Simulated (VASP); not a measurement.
# Zr (P6_3/mmc) in VASP: further runs

Zr is run at these levels: PBE+D3(BJ), RPBE, PBE, PBEsol; tasks: single point.

Program: VASP 6.6.1. These are calculated values, not measurements. Logs are shortened: lines on timing, memory, paths and dates and some standing lists are left out, and cuts for length are marked.

**1. The cell of the first run**

The structure is hexagonal, space group P6_3/mmc (No. 194). The conventional cell has a = 3.239 Å, b = 3.239 Å, c = 5.172 Å, α = 90.00°, β = 90.00°, γ = 120.00°. Within 4.2 Å of Zr (site symmetry -6m2) lie 12 Zr at 3.19 to 3.24 Å.

**2. Single point, PBE+D3(BJ)**

INCAR reads:

```
ALGO     = Normal         # electronic algorithm
EDIFF    = 1E-6           # SCF threshold, eV
ENCUT    = 500            # plane-wave cutoff, eV
GGA      = PE             # functional
GGA_COMPAT= False        
ISIF     = 2              # what is computed and relaxed
ISMEAR   = 0              # smearing method
IVDW     = 12             # dispersion correction
LASPH    = True           # aspherical terms in the spheres
LCHARG   = True           # write CHGCAR
LELF     = True           # ELF
LREAL    = False          # projectors in reciprocal space
LVHAR    = True         
LWAVE    = False          # write WAVECAR
NBANDS   = 19             # bands
NELM     = 120            # most SCF steps
PREC     = Accurate       # precision mode
SIGMA    = 0.1            # smearing width, eV
```

KPOINTS reads:

```
k-points
0
Gamma
  6 6 4
```

POSCAR reads:

```
Zr
1.0
    3.2392314131      0.0000000000      0.0000000000
   -1.6196157065      2.8052566925      0.0000000000
    0.0000000000      0.0000000000      5.1722200000
Zr
2
Direct
    0.3333333333      0.6666666667      0.2500000000
    0.6666666667      0.3333333333      0.7500000000
```

Potentials or basis: VASP PAW PBE potentials, release 64 (Zr_sv).

The run is started by

```bash
$ cat potpaw_PBE.64/Zr_sv/POTCAR > POTCAR
$ mpirun -np 1 vasp_std > vasp.out
```

OUTCAR:

```text
EDIFF = 1E-6
   ENCUT = 500
   GGA = PE
   ISIF = 2
   ISMEAR = 0
   IVDW = 12
   LASPH = True
   LREAL = False
   NELM = 120
   PREC = Accurate
 IVDW          = 12

 ion  position               nearest neighbor table
   1  0.333  0.667  0.250-   2 3.19   2 3.19   2 3.19   2 3.19   2 3.19   2 3.19
   2  0.667  0.333  0.750-   1 3.19   1 3.19   1 3.19   1 3.19   1 3.19   1 3.19

  LATTYP: Found a hexagonal cell.
 ALAT       =     3.2392314131
 C/A-ratio  =     1.5967429740

  Lattice vectors:

 A1 = (   3.2392314131,   0.0000000000,   0.0000000000)
 A2 = (  -1.6196157065,   2.8052566925,   0.0000000000)
 A3 = (   0.0000000000,   0.0000000000,   5.1722200000)

Analysis of symmetry for initial positions (statically):
=====================================================================
 Subroutine PRICEL returns:
 Original cell was already a primitive cell.

 Routine SETGRP: Setting up the symmetry group for a
 hexagonal supercell.

 Subroutine GETGRP returns: Found 24 space group operations
 (whereof 12 operations were pure point group operations)
 out of a pool of 24 trial point group operations.

The static configuration has the point symmetry D_3d.
 The point group associated with its full space group is D_6h.

Analysis of symmetry for dynamics (positions and initial velocities):
=====================================================================
 Subroutine PRICEL returns:
 Original cell was already a primitive cell.

 Routine SETGRP: Setting up the symmetry group for a
 hexagonal supercell.

 Subroutine GETGRP returns: Found 24 space group operations
 (whereof 12 operations were pure point group operations)
 out of a pool of 24 trial point group operations.

The dynamic configuration has the point symmetry D_3d.
 The point group associated with its full space group is D_6h.

 Subroutine INISYM returns: Found 24 space group operations
 (whereof 12 operations are pure point group operations),
 and found     1 'primitive' translations

----------------------------------------------------------------------------------------

                                     Primitive cell

  volume of cell :      46.9993

  direct lattice vectors                    reciprocal lattice vectors
     3.239231413  0.000000000  0.000000000     0.308715208  0.178236809  0.000000000
    -1.619615707  2.805256692  0.000000000     0.000000000  0.356473617  0.000000000
[... 79 lines left out ...]
   ENCUT  =  500.0 eV  36.75 Ry    6.06 a.u.   5.91  5.91  9.43*2*pi/ulx,y,z
   NELM   =    120;   NELMIN=  2; NELMDL= -5     # of ELM steps
   EDIFF  = 0.1E-05   stopping-criterion for ELM
   LREAL  =      F    real-space projection
   EDIFFG = 0.1E-04   stopping-criterion for IOM
   NSW    =      0    number of steps for IOM
   IBRION =     -1    ionic relax: 0-MD 1-quasi-New 2-CG
   NFREE  =      0    steps in history (QN), initial steepest desc. (CG)
   ISIF   =      2    stress and relaxation
   ISYM   =      2    0-nonsym 1-usesym 2-fastsym
   POTIM  = 0.5000    time-step for ionic-motion
   TEBEG  =    0.0;   TEEND  =   0.0 temperature during run
   PSTRESS=    0.0 pullay stress
   NELECT =      24.0000    total number of electrons
   NUPDOWN=      -1.0000    fix difference up-down
   EMIN   =  10.00;   EMAX   =-10.00  energy-range for DOS
   EFERMI =   0.00;   METHOD = LEGACY
   ISMEAR =     0;   SIGMA  =   0.10  broadening in eV -4-tet -1-fermi 0-gaus
   EFERMI_NEDOS =   21; number of points for ismear=-14 and -15
   IALGO  =     38    algorithm
   IMIX   =      4    mixing-type and parameters
     AMIX     =   0.40;   BMIX     =  1.00
     AMIX_MAG =   1.60;   BMIX_MAG =  1.00
  volume/ion in A,a.u.               =      23.50       158.58
  Fermi-wavevector in a.u.,A,eV,Ry     =   1.308523  2.472750 23.296340  1.712233
  Thomas-Fermi vector in A             =   2.439184
   LORBIT       =      0    0 simple, 1 ext, 2 COOP (PROOUT), +10 PAW based schemes
   GGA     = PE    functional components
   LHFCALC =     F    Hartree Fock is set to
   AEXX    =    0.0000 exact exchange contribution
   IVDW    =    12    specifies the selected vdW correction
   LEPSILON=     F    determine dielectric tensor
   LRPA    =     F    only Hartree local field effects (RPA)
 non-spin polarized calculation
 Gauss-broadening in eV      SIGMA  =   0.10
  energy-cutoff  :      500.00
  volume of cell :       47.00
 maximum number of plane-waves:      1209
 NGX is ok and might be reduce to    24
   NGX = 11   NGY = 11   NGZ = 19

 number of electron      24.0000001 magnetization

 Free energy of the ion-electron system (eV)
  ---------------------------------------------------
  ext. energy  EPLUGINS =         0.00000000
  ---------------------------------------------------
  free energy    TOTEN  =       -17.03746722 eV

  energy without entropy =      -17.02486913  energy(sigma->0) =      -17.03116817

 E-fermi :   8.9438     XC(G=0): -11.0389

 val. band max:        8.9220376074   @ k =   0.0000   0.0000   0.5000
 cond. band min:       8.9768477945   @ k =   0.3333   0.3333   0.2500
 fundamental gap:      0.0548101871
 Fermi energy:         8.9438069748

 k-point     1 :       0.0000    0.0000    0.0000
  band No.  band energies     occupation
      1     -39.9586      2.00000
      2     -39.8114      2.00000
      3     -18.4692      2.00000
      4     -17.6158      2.00000
      5     -17.6158      2.00000
      6     -17.4971      2.00000
[... 439 lines left out ...]
      6     -18.0110      2.00000
[... 11 lines left out ...]
     18      13.2442      0.00000
     19      16.8431      0.00000

------------------------ aborting loop because EDIFF is reached ----------------------------------------

 Edisp (eV)   -1.04627

 E8    (eV) :    -0.5370

  FORCE on cell =-STRESS in cart. coord.  units (eV):
  Direction    XX          YY          ZZ          XY          YZ          ZX
  --------------------------------------------------------------------------------------
  -------------------------------------------------------------------------------------
  Total      -1.32931    -1.32931    -1.13899    -0.00000    -0.00000     0.00000
  in kB     -45.31518   -45.31518   -38.82760    -0.00000    -0.00000     0.00000
  external pressure =      -43.15 kB  Pullay stress =        0.00 kB

 VOLUME and BASIS-vectors are now :
 -----------------------------------------------------------------------------
  energy-cutoff  :      500.00
  volume of cell :       47.00
      direct lattice vectors                 reciprocal lattice vectors
     3.239231413  0.000000000  0.000000000     0.308715208  0.178236809  0.000000000
    -1.619615707  2.805256692  0.000000000     0.000000000  0.356473617  0.000000000
     0.000000000  0.000000000  5.172220000     0.000000000  0.000000000  0.193340577

 POSITION                                       TOTAL-FORCE (eV/Angst)
 -----------------------------------------------------------------------------------
     -0.00000      1.87017      1.29306         0.000000      0.000000      0.000000
      1.61962      0.93509      3.87917        -0.000000      0.000000      0.000000
 -----------------------------------------------------------------------------------
    total drift:                                0.000000     -0.000000      0.000000

  FREE ENERGIE OF THE ION-ELECTRON SYSTEM (eV)
  ---------------------------------------------------
  free  energy   TOTEN  =       -18.0837326452 eV

  energy  without entropy=      -18.0711345563  energy(sigma->0) =      -18.07743360
```

OSZICAR:

```text
N       E                     dE             d eps       ncg     rms          rms(c)
DAV:   1     0.215049732392E+03    0.21505E+03   -0.13132E+04   798   0.122E+03
DAV:   2    -0.265767376370E+01   -0.21771E+03   -0.21369E+03   963   0.365E+02
DAV:   3    -0.173207887468E+02   -0.14663E+02   -0.14583E+02  1410   0.689E+01
DAV:   4    -0.177392883128E+02   -0.41850E+00   -0.41797E+00   948   0.113E+01
DAV:   5    -0.177529297624E+02   -0.13641E-01   -0.13639E-01  1125   0.144E+00    0.141E+01
DAV:   6    -0.171495504932E+02    0.60338E+00   -0.94080E-01   851   0.730E+00    0.552E+00
DAV:   7    -0.170311667086E+02    0.11838E+00   -0.59694E-01  1072   0.509E+00    0.112E+00
DAV:   8    -0.170373408627E+02   -0.61742E-02   -0.39695E-02  1037   0.145E+00    0.243E-01
DAV:   9    -0.170375052342E+02   -0.16437E-03   -0.14608E-03  1000   0.335E-01    0.320E-02
DAV:  10    -0.170374658818E+02    0.39352E-04   -0.42744E-05  1063   0.378E-02    0.231E-02
DAV:  11    -0.170374671059E+02   -0.12242E-05   -0.86517E-06   886   0.317E-02    0.222E-03
DAV:  12    -0.170374672167E+02   -0.11081E-06   -0.31146E-07   507   0.386E-03
   1 F= -.18083733E+02 E0= -.18077434E+02  d E =-.125981E-01
```

Run time: 6.3 s. Hardware: 1 thread of Intel Xeon 6975P-C (Granite Rapids), shared host; peak memory 0.16 GiB.

Results:

```yaml
Free_energy: -18.0837 eV
Pressure: -4.3 GPa
Band_gap_on_the_k_mesh: zero (band 12 reaches 9.76 eV, above the bottom of band 13 at 8.85 eV)
Dispersion_energy_per_atom: -0.523 eV
```

Levels at points of the mesh, in eV from the Fermi level:
| k point | band 10 | band 11 | band 12 | band 13 | band 14 | band 15 |
| --- | --- | --- | --- | --- | --- | --- |
| (0.00, 0.00, 0.00) | -3.06 | 0.82 | 0.82 | 0.93 | 1.06 | 1.50 |
| (0.50, 0.00, 0.00) | -2.55 | -2.17 | -0.28 | 0.50 | 0.71 | 1.38 |
| (0.00, 0.00, 0.50) | -4.00 | -0.02 | -0.02 | 0.73 | 0.73 | 0.73 |
| (0.50, 0.00, 0.50) | -2.89 | -1.09 | -1.09 | 1.54 | 1.54 | 2.15 |

Caveat: the k points lie up to 0.37 Å⁻¹ apart; pairwise dispersion overbinds metals, which lowers pressure and volume.

**3. Single point, RPBE**

INCAR reads:

```
SYSTEM = Zr
PREC = Accurate
ENCUT = 500
EDIFF = 1E-6
ISMEAR = 0
SIGMA = 0.1
LREAL = .FALSE.
LASPH = .TRUE.
NELM = 120
ALGO = Normal
ISIF = 2
LWAVE = .FALSE.
LCHARG = .TRUE.
GGA = RP
LELF = .TRUE.
LVHAR = .TRUE.
NBANDS = 19
GGA_COMPAT = .FALSE.
```

KPOINTS reads:

```
regular mesh
0
G
  6 6 4
  0 0 0
```

POSCAR is that of step 2.

Potentials or basis: VASP PAW PBE potentials, release 64 (Zr_sv).

The run is started by

```bash
$ cat potpaw_PBE.64/Zr_sv/POTCAR > POTCAR
$ mpirun -np 1 vasp_std > vasp.out
```

Wall time 17 s (1 thread of Intel Xeon 8259CL, shared host); peak memory 0.16 GiB.

It converged, with:

```
Free energy            : -16.1851 eV
Pressure               : 1.6 GPa
Band gap on the k mesh : zero (band 12 reaches 9.86 eV, above the bottom of band 13 at 8.93 eV)
```

Stress tensor (GPa, compression positive):
```
1.37 0.00 0.00
0.00 1.37 0.00
0.00 0.00 2.05
```

Levels at points of the mesh, in eV from the Fermi level:
```tsv
k point	band 8	band 9	band 10	band 11	band 12	band 13	band 14	band 15	band 16	band 17
(0.00, 0.00, 0.00)	-26.46	-5.69	-3.06	0.82	0.82	0.94	1.04	1.50	1.50	2.09
(0.50, 0.00, 0.00)	-26.57	-2.58	-2.54	-2.17	-0.29	0.51	0.71	1.39	4.80	5.18
(0.00, 0.00, 0.50)	-26.53	-4.00	-4.00	-0.03	-0.03	0.73	0.73	0.73	0.73	3.86
(0.50, 0.00, 0.50)	-26.68	-2.89	-2.89	-1.09	-1.09	1.53	1.53	2.15	2.15	5.03
```

Caveat: the k points lie up to 0.37 Å⁻¹ apart; the PAW data sets were made with another functional, which shifts forces and pressure a little.

**4. Single point, PBE**

INCAR reads:

```
  ALGO = Normal
  EDIFF = 1E-6
  ENCUT = 500
  GGA = PE
  GGA_COMPAT = False
  ISIF = 2
  ISMEAR = 0
  LASPH = True
  LCHARG = False
  LREAL = False
  LWAVE = False
  NBANDS = 19
  NELM = 120
  PREC = Accurate
  SIGMA = 0.1
```

KPOINTS reads:

```
k-points
0
Gamma
  6 6 4
```

POSCAR is that of step 3.

The run is started by

```bash
$ cat potpaw_PBE.64/Zr_sv/POTCAR > POTCAR
$ mpirun -np 1 vasp_std > vasp.out
```

It took 19 s on 1 thread of Intel Xeon 8259CL, shared host; peak memory 0.16 GiB.

The run converged. Its results:

| Quantity | Value |
| --- | --- |
| Free energy | -17.0375 eV |
| Pressure | -0.6 GPa |
| Band gap on the k mesh | zero (band 12 reaches 9.76 eV, above the bottom of band 13 at 8.85 eV) |

Stress tensor (GPa, compression positive):
```
-0.81  0.00  0.00
 0.00 -0.81  0.00
 0.00  0.00 -0.15
```

Levels at points of the mesh, in eV from the Fermi level:
```csv
k point,band 8,band 9,band 10,band 11,band 12,band 13,band 14,band 15,band 16,band 17
"(0.00, 0.00, 0.00)",-26.42,-5.69,-3.06,0.82,0.82,0.93,1.06,1.50,1.50,2.08
"(0.50, 0.00, 0.00)",-26.53,-2.58,-2.55,-2.17,-0.28,0.50,0.71,1.38,4.81,5.18
"(0.00, 0.00, 0.50)",-26.49,-4.00,-4.00,-0.02,-0.02,0.73,0.73,0.73,0.73,3.86
"(0.50, 0.00, 0.50)",-26.65,-2.89,-2.89,-1.09,-1.09,1.54,1.54,2.15,2.15,5.03
```

Caveat: the k points lie up to 0.37 Å⁻¹ apart.

[end of part 1 of 2]
